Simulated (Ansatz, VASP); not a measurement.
## CaGaC4N4 in VASP and in Ansatz

```
Ca Ga C N
1.0
     7.94023    0.00000    0.00000
     0.00000    7.94023    0.00000
     0.00000    0.00000    3.89860
Ca Ga C N
1 1 4 4
Cartesian
  0.0000 0.0000 0.0000
  3.9701 3.9701 0.0000
  1.7629 6.1773 0.0000
  6.1773 1.7629 0.0000
  1.7629 1.7629 0.0000
  6.1773 6.1773 0.0000
  2.5916 5.3487 0.0000
  5.3487 2.5916 0.0000
  2.5916 2.5916 0.0000
  5.3487 5.3487 0.0000
```

Alike in both runs: functional PBE; k mesh 4 × 4 × 4; occupations gaussian, width 0.1 eV; no spin polarisation.

Ansatz relaxed the structure, and its values are those at the end. VASP's run is a single point on that final structure, the one shown.

|  | VASP | Ansatz |
| --- | --- | --- |
| version | VASP 6.6.1 | Ansatz 0.2.0 |
| potentials or method | VASP PAW PBE potentials, release 64 (Ca_sv, Ga_d, C_h, N_h), cutoff 1330 eV | scalar-relativistic, plane waves, PAW |
| valence electrons in the cell | 59 | 59 |

|  | VASP | Ansatz | Ansatz less VASP |
| --- | --- | --- | --- |
| gap on the k mesh at the Fermi level (eV) | none | none | - |
| pressure (GPa) | 0.0 | 0.1 | +0.02 |
| rms of the force components (eV/Å) | 0.010 | 0.010 | +0.0003 |

A gap of «none» marks a metal or a gap that the smearing closes.

The k mesh is coarse, so the values compare programs but aren't converged.
